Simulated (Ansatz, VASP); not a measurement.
# Si4PI: VASP beside Ansatz

```xyz
6
Lattice="0.0000 3.8023 3.8023 3.8023 0.0000 3.8023 3.8023 3.8023 0.0000" Properties=species:S:1:pos:R:3 pbc="T T T"
Si    4.7651    2.8396    2.8396
Si    4.7651    4.7651    4.7651
Si    2.8396    4.7651    2.8396
Si    2.8396    2.8396    4.7651
P     0.0000    0.0000    0.0000
I     1.9012    1.9012    1.9012
```

Change from the starting cell: species swapped into the YbInCu4 type (F-43m, No. 216).

Alike in both runs: functional PBE; k mesh 8 × 8 × 8; occupations gaussian, width 0.1 eV; no spin polarisation.

Ansatz relaxed the structure, and its values are those at the end. VASP's run is a single point on that final structure, the one shown.

|  | VASP | Ansatz |
| --- | --- | --- |
| version | VASP 6.6.1 | Ansatz 0.2.0 |
| potentials or method | VASP PAW PBE potentials, release 64 (Si, P, I), cutoff 520 eV | scalar-relativistic, plane waves, PAW |
| valence electrons in the cell | 28 | 38 |

```csv
,VASP,Ansatz,Ansatz less VASP
gap on the k mesh at the Fermi level (eV),none,none,-
pressure (GPa),0.0,0.0,+0.04
```

A gap of «none» marks a metal or a gap that the smearing closes. VASP's potentials hold 28 valence electrons a cell and Ansatz's 38, so a difference there can come from the potentials and not from the codes.

Spin-orbit coupling is off throughout.
